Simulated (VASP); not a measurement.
Set up this calculation in VASP 6.6.1, as the native input.

```
Task                   : single point
Functional             : PBE
Potentials or basis    : VASP PAW PBE potentials, release 64 (Ca_sv, Sc_sv)
Cutoff                 : 520 eV
k mesh                 : 16 × 16 × 12
Occupations            : gaussian, width 0.1 eV
Spin                   : no spin polarisation
Dipole correction      : no
Further INCAR settings : ALGO = Fast; EDIFF = 1e-06; NBANDS = 18
```

The structure of CaSc lies in POSCAR:

```
CaSc
1.0
    3.4754960453      0.0000000000      0.0000000000
    0.0000000000      3.4754960453      0.0000000000
    0.0000000000      0.0000000000      5.2747339073
Ca Sc
1 1
Direct
    0.5000000000      0.5000000000      0.5000000000
    0.0000000000      0.0000000000      0.0000000000
```

These files were run (other wordings do the same):

INCAR

```
PREC = Accurate
ENCUT = 520
EDIFF = 1E-6
ISMEAR = 0
SIGMA = 0.1
LREAL = False
LASPH = True
NELM = 60
ALGO = Fast
ISIF = 2
LWAVE = False
LCHARG = False
GGA = PE
NBANDS = 18
```

KPOINTS

```
regular mesh
0
Gamma
  16 16 12
```

Potentials or basis: VASP PAW PBE potentials, release 64 (Ca_sv, Sc_sv).

Launch:

```console
$ cat potpaw_PBE.64/Ca_sv/POTCAR potpaw_PBE.64/Sc_sv/POTCAR > POTCAR
$ mpirun -np 1 vasp_std > vasp.out
```

It gave:

```yaml
Pressure: 0.0 GPa
Band_gap_on_the_k_mesh: zero (an odd number of electrons rules out a gap without spin polarisation)
```

Wall time 13 min on 1 thread of AMD EPYC 7R43 64-Core Processor (Zen 3), on a shared host, peak memory 0.44 GiB.
